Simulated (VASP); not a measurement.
Runs of VASP 6.6.1 on C. The structure is that of space group P3_221 (No. 154), or close to it. The cells are those of the table. 

```csv
task,spin,cell,cutoff (eV),smearing,gap on the mesh (eV),pressure (GPa),largest force (eV/Å)
single point,off,"a = 3.627, b = 4.290, c = 4.290 Å, angles 120.0, 90.0, 90.0°, 9 atoms",520,gaussian 0.2 eV,none,(a),0.02
single point,off,"a = 4.287, b = 4.287, c = 3.631 Å, angles 90.0, 90.0, 120.0°, 9 atoms",520,gaussian 0.1 eV,none,0.6,0.03
relaxation of cell and atoms,off,"relaxed from a = 4.058, b = 4.058, c = 3.469 Å, angles 90.0, 90.0, 120.0°, 9 atoms",600,gaussian 0.1 eV,none,0.0,0.04
single point,"collinear, ferromagnetic start","a = 4.058, b = 4.058, c = 3.469 Å, angles 90.0, 90.0, 120.0°, 9 atoms",520,gaussian 0.1 eV,none,73.3,2.36
single point,off,"a = 4.058, b = 4.058, c = 3.469 Å, angles 90.0, 90.0, 120.0°, 9 atoms",520,gaussian 0.1 eV,none,73.3,2.36
```

Alike in all rows: level PBE; potentials or basis VASP PAW PBE potentials, release 64 (C); k mesh 6 × 6 × 6.

Task: Fill in the values left out.

Result: (a) 0.5.

Caveats: forces of over 1 eV/Å act on the atoms, so gaps and moduli don't describe the material at rest (some runs).

A gap of «none» marks levels without a gap at the run's occupations.
